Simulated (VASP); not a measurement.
Mg3ZnC, 5 atoms in the cell. Symmetry: I4mm, No. 107, tetragonal system. The conventional cell has a = 4.098 Å, b = 4.098 Å, c = 10.068 Å, α = 90.00°, β = 90.00°, γ = 90.00°. Within 3.3 Å of Mg (site symmetry 2mm) lie 6 Mg at 2.46 to 2.90 Å and 2 C at 2.47 Å and 4 Zn at 3.24 to 3.25 Å. Mg (site symmetry 4mm) has 1 C at 2.30 Å and 4 Mg at 2.46 Å and 4 Zn at 3.12 Å within 3.2 Å. Within 4.1 Å of Zn (site symmetry 4mm) lie 13 Mg at 3.12 to 3.89 Å and 5 C at 3.12 to 3.88 Å and 4 Zn at 4.10 Å. C (site symmetry 4mm) has 5 Mg at 2.30 to 2.47 Å and 4 Zn at 3.12 Å within 3.2 Å. 

```yaml
Program: VASP 6.6.1
Task: single point
Functional: PBE
Potentials_or_basis: VASP PAW PBE potentials, release 64 (Mg, Zn, C)
Cutoff: 520 eV
k_mesh: 6 × 6 × 6
Occupations: gaussian, width 0.1 eV
Spin: no spin polarisation
Dipole_correction: no
Further_INCAR_settings: ALGO = Normal; EDIFF = 1e-06; NBANDS = 19
```

Potentials or basis: VASP PAW PBE potentials, release 64 (Mg, Zn, C).

The run is started by

```console
$ cat potpaw_PBE.64/Mg/POTCAR potpaw_PBE.64/Zn/POTCAR potpaw_PBE.64/C/POTCAR > POTCAR
$ mpirun -np 1 vasp_std > vasp.out
```

Hardware: 1 thread of Intel(R) Xeon(R) 6975P-C (Granite Rapids), on a shared host.

Estimate the wall time of this run.

It took 47 s on 1 thread of Intel(R) Xeon(R) 6975P-C (Granite Rapids) (shared host), peak memory 0.34 GiB. Counts: scf iterations 14, k points 30.
